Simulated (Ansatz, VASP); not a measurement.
GaP: VASP beside Ansatz

```xyz
2
Lattice="0.0000 2.7252 2.7934 2.7252 0.0000 2.7934 2.7252 2.7252 0.0000" Properties=species:S:1:pos:R:3 pbc="T T T"
Ga    0.0000    0.0000    0.0000
P     1.3626    1.3626    1.3967
```

Alike in both runs: task single point; functional PBE; k mesh 6 × 6 × 6; occupations gaussian, width 0.05 eV; no spin polarisation.

|  | VASP | Ansatz |
| --- | --- | --- |
| version | VASP 6.6.1 | Ansatz 0.2.0 |
| potentials or method | VASP PAW PBE potentials, release 64 (Ga_d, P), cutoff 500 eV | plane waves, PAW |
| valence electrons in the cell | 18 | 18 |

VASP gave:

| Item | Value |
| --- | --- |
| pressure (GPa) | 0.4 |
| traceless stress, the component that is largest in VASP (GPa) | -1.26 |

Question: What did Ansatz give for the same quantities?

Answer: Pressure (GPa): 0.5; traceless stress, the component that is largest in VASP (GPa): -1.26.

The functional is the same, so the differences come from potentials, cutoffs and numerics. Ansatz's warnings: stress scf threshold loose.
